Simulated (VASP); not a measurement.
Here is a VASP 6.6.1 calculation.

File INCAR:

```
ALGO     = Fast           # electronic algorithm
EDIFF    = 1E-6           # SCF threshold, eV
ENCUT    = 520            # plane-wave cutoff, eV
GGA      = PE             # functional
ISIF     = 2              # what is computed and relaxed
ISMEAR   = 0              # smearing method
LASPH    = T              # aspherical terms in the spheres
LCHARG   = F              # write CHGCAR
LREAL    = F              # projectors in reciprocal space
LWAVE    = F              # write WAVECAR
NBANDS   = 26             # bands
NELM     = 60             # most SCF steps
PREC     = Accurate       # precision mode
SIGMA    = 0.01           # smearing width, eV
```

Contents of KPOINTS:

```
k-points
0
Gamma
  12 8 8
```

Contents of POSCAR:

```
Si7C
1.0
   -1.8198938848     -3.1521486729      0.0000000000
    0.0197615340     -0.0114093270     -6.0608536951
    5.5090098221     -3.1806283037     -0.0238997382
Si C
7 1
Direct
    0.0000000000      0.9332991923      0.3328580497
    0.0000000000      0.4413127288      0.6850111909
    0.5000000000      0.4309115541      0.1513258039
    0.0000000000      0.5468347000      0.3378628643
    0.5000000000      0.6183872937      0.8337994997
    0.0000000000      0.0445268995      0.7022202365
    0.5000000000      0.0449009325      0.1233600690
    0.5000000000      0.9398266991      0.8335622860
```

Potentials or basis: VASP PAW PBE potentials, release 64 (Si, C).

Command:

```sh
$ cat potpaw_PBE.64/Si/POTCAR potpaw_PBE.64/C/POTCAR > POTCAR
$ mpirun -np 1 vasp_std > vasp.out
```

Task: Predict the band gap on the k mesh.

Result: Zero (bands 16 and 17 overlap by 0.30 eV).

Task: Estimate the largest force.

Result: 0.026 eV/Å.

Task: Predict the pressure.

Result: -0.1 GPa.

Forces on the atoms (eV/Å):
```
Si   0.000  0.000  0.010
Si  -0.004  0.002 -0.004
Si   0.004 -0.002  0.000
Si   0.003 -0.002  0.000
Si   0.002 -0.001  0.013
Si  -0.020  0.011  0.000
Si   0.019 -0.011 -0.014
C   -0.005  0.003 -0.006
```

Caveat: semilocal functionals underestimate gaps, and a narrow one can read as zero.
